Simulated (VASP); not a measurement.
A run of VASP 6.6.1 is set up as follows.

Contents of INCAR:

```
PREC = Accurate ; ENCUT = 600
EDIFF = 1E-7 ; ISMEAR = -1
SIGMA = 0.05 ; LREAL = F
LASPH = T ; NELM = 80
ALGO = Normal ; ISIF = 3
LWAVE = F ; LCHARG = F
GGA = PE ; IBRION = 2
NSW = 60 ; EDIFFG = -0.01
```

Contents of KPOINTS:

```
Automatic mesh
0
Gamma
  8 8 8
```

Contents of POSCAR:

```
Ca
1.0
    0.0000000000      2.7942000000      2.7942000000
    2.7942000000      0.0000000000      2.7942000000
    2.7942000000      2.7942000000      0.0000000000
Ca
1
Direct
    0.0000000000      0.0000000000      0.0000000000
```

Potentials or basis: VASP PAW PBE potentials, release 64 (Ca_sv).

Run with:

```console
$ cat potpaw_PBE.64/Ca_sv/POTCAR > POTCAR
$ mpirun -np 1 vasp_std > vasp.out
```

(1) What does it give for the space group after relaxing (to 0.05 Å)?

(2) Predict the relaxed cell.

(3) Predict the relaxed volume.

Answers

(1) Fm-3m (No. 225).

(2) a = 3.910 Å, b = 3.910 Å, c = 3.910 Å, α = 60.00°, β = 60.00°, γ = 60.00°.

(3) 42.26 Å³/atom.
